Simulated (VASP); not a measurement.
Input of a VASP 6.6.1 run:

Contents of INCAR:

```
SYSTEM = YTi2
ALGO     = Normal         ! electronic algorithm
EDIFF    = 1E-6           ! SCF threshold, eV
ENCUT    = 520            ! plane-wave cutoff, eV
GGA      = PS             ! functional
ISIF     = 2              ! what is computed and relaxed
ISMEAR   = -1             ! smearing method
LASPH    = .True.         ! aspherical terms in the spheres
LCHARG   = .False.        ! write CHGCAR
LREAL    = .False.        ! projectors in reciprocal space
LWAVE    = .False.        ! write WAVECAR
NBANDS   = 44             ! bands
NELM     = 60             ! most SCF steps
PREC     = Accurate       ! precision mode
SIGMA    = 0.05           ! smearing width, eV
```

File KPOINTS:

```
k-points
0
Gamma
  7 7 7
  0 0 0
```

Contents of POSCAR:

```
YTi2
1.0
    0.0000000000      4.0142074251      4.0142074251
    4.0142074251      0.0000000000      4.0142074251
    4.0142074251      4.0142074251      0.0000000000
Y Ti
2 4
Direct
    0.1250000000      0.1250000000      0.1250000000
   -0.1250000000     -0.1250000000     -0.1250000000
    0.5000000000      0.5000000000      0.5000000000
    0.5000000000      0.5000000000      0.0000000000
    0.5000000000      0.0000000000      0.5000000000
    0.0000000000      0.5000000000      0.5000000000
```

Potentials or basis: VASP PAW PBE potentials, release 64 (Y_sv, Ti_sv).

Launch:

```sh
$ cat potpaw_PBE.64/Y_sv/POTCAR potpaw_PBE.64/Ti_sv/POTCAR > POTCAR
$ mpirun -np 1 vasp_std > vasp.out
```

Q: Estimate the band gap on the k mesh.

A: Zero (band 35 reaches 5.85 eV, above the bottom of band 36 at 5.76 eV).

Q: Predict the pressure.

A: -0.3 GPa.

Caveat: the PAW data sets were made with another functional, which shifts forces and pressure a little.
